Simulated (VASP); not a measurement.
Here is a VASP 6.6.1 calculation.

INCAR

```
PREC = Accurate
ENCUT = 520
EDIFF = 1E-6
ISMEAR = 0
SIGMA = 0.1
LREAL = False
LASPH = True
NELM = 100
ALGO = Normal
ISIF = 2
LWAVE = False
LCHARG = False
GGA = PE
NBANDS = 26
```

File KPOINTS:

```
Automatic mesh
0
Gamma
  4 4 4
```

Contents of POSCAR:

```
Be2ZnTe2Se
1.0
    3.2844172704     -6.4143872015      0.0000000000
    3.2844172704      6.4143872015      0.0000000000
    0.0000000000      0.0000000000      3.2265650335
Be Zn Te Se
2 1 2 1
Direct
    0.6236419409      0.3763580591      0.0000000000
    0.3763580591      0.6236419409      0.0000000000
    0.0000000000      0.0000000000      0.0000000000
    0.5000000000      0.0000000000      0.5000000000
    0.0000000000      0.5000000000      0.5000000000
    0.5000000000      0.5000000000      0.5000000000
```

Potentials or basis: VASP PAW PBE potentials, release 64 (Be, Zn, Te, Se).

Command:

```sh
$ cat potpaw_PBE.64/Be/POTCAR potpaw_PBE.64/Zn/POTCAR potpaw_PBE.64/Te/POTCAR potpaw_PBE.64/Se/POTCAR > POTCAR
$ mpirun -np 1 vasp_std > vasp.out
```

**Question.** Estimate the largest force.

**Answer.** 0.023 eV/Å.

**Question.** Estimate the band gap on the k mesh.

**Answer.** Zero (band 17 reaches 5.98 eV, above the bottom of band 18 at 3.98 eV).

**Question.** What does it give for the pressure?

**Answer.** 0.2 GPa.

Forces in eV/Å, atoms in the order of the input:
```
Be   0.000 -0.023  0.000
Be   0.000  0.023  0.000
Zn   0.000  0.000  0.000
Te   0.000  0.000  0.000
Te   0.000  0.000  0.000
Se   0.000  0.000  0.000
```

Caveat: the k points lie up to 0.49 Å⁻¹ apart; spin-orbit coupling is left out, which moves the levels of the heavy elements.
